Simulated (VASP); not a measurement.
Crystal: Sn2C.

```
CELL_PARAMETERS angstrom
5.15010 0.00000 0.00000
0.00000 5.15010 0.00000
0.00000 0.00000 5.15010
ATOMIC_POSITIONS crystal
Sn 0.25000 0.25000 0.25000
Sn 0.25000 0.75000 0.75000
Sn 0.75000 0.75000 0.25000
Sn 0.75000 0.25000 0.75000
C 0.00000 0.00000 0.00000
C 0.50000 0.50000 0.50000
```

| Quantity | Value |
| --- | --- |
| Program | VASP 6.6.1 |
| Task | relaxation of cell and atoms |
| Functional | PBE |
| Potentials or basis | VASP PAW PBE potentials, release 64 (Sn_d, C) |
| Cutoff | 600 eV |
| k mesh | 8 × 8 × 8 |
| Occupations | gaussian, width 0.1 eV |
| Spin | no spin polarisation |

At the start: pressure -1.7 GPa; volume 22.77 Å³/atom.

Q: How do energy, volume and symmetry change on relaxing?

A: Over 3 steps the energy falls by 3.6 meV/atom and the volume is 22.10 Å³/atom (-2.9 %); space group Pn-3m (No. 224, to 0.05 Å).

Step by step:
```tsv
step	energy change (eV)	largest force (eV/Å)	pressure (GPa)	volume (Å³)
1	0.0000	0.0000	-1.67	136.60
2	-0.0207	0.0000	0.31	131.96
3	-0.0214	0.0000	0.00	132.62
```

Final structure:
```yaml
crystal:
  lattice:
    - [5.09961, 0.00000, 0.00000]
    - [0.00000, 5.09961, 0.00000]
    - [0.00000, 0.00000, 5.09961]
  atoms:
    - { symbol: Sn, position: [0.25000, 0.25000, 0.25000] }
    - { symbol: Sn, position: [0.25000, 0.75000, 0.75000] }
    - { symbol: Sn, position: [0.75000, 0.75000, 0.25000] }
    - { symbol: Sn, position: [0.75000, 0.25000, 0.75000] }
    - { symbol: C, position: [0.00000, 0.00000, 0.00000] }
    - { symbol: C, position: [0.50000, 0.50000, 0.50000] }
```
